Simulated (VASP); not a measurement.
A run of VASP 6.6.1:

INCAR

```
ALGO = Normal ; EDIFF = 1E-7
ENCUT = 520 ; GGA = PS
ISIF = 2 ; ISMEAR = 0
LASPH = T ; LCHARG = F
LREAL = F ; LWAVE = F
NBANDS = 12 ; NELM = 100
PREC = Accurate ; SIGMA = 0.15
```

KPOINTS

```
k-points
0
Gamma
  20 20 20
```

File POSCAR:

```
Au
1.0
   -1.7235597600      1.7235597600      1.5246874800
    1.7235597600     -1.7235597600      1.5246874800
    1.7235597600      1.7235597600     -1.5246874800
Au
1
Direct
    0.0000000000      0.0000000000      0.0000000000
```

Potentials or basis: VASP PAW PBE potentials, release 64 (Au).

Run with:

```console
$ cat potpaw_PBE.64/Au/POTCAR > POTCAR
$ mpirun -np 1 vasp_std > vasp.out
```

Hardware: 1 thread of Intel(R) Xeon(R) Platinum 8259CL CPU @ 2.50GHz (Skylake/Cascade Lake), on a shared host.

**Question.** Estimate the wall time of this run.

**Answer.** It took 61 s on 1 thread of Intel(R) Xeon(R) Platinum 8259CL CPU @ 2.50GHz (Skylake/Cascade Lake), on a shared host, peak memory 0.25 GiB. Counts: scf iterations 11, k points 641.
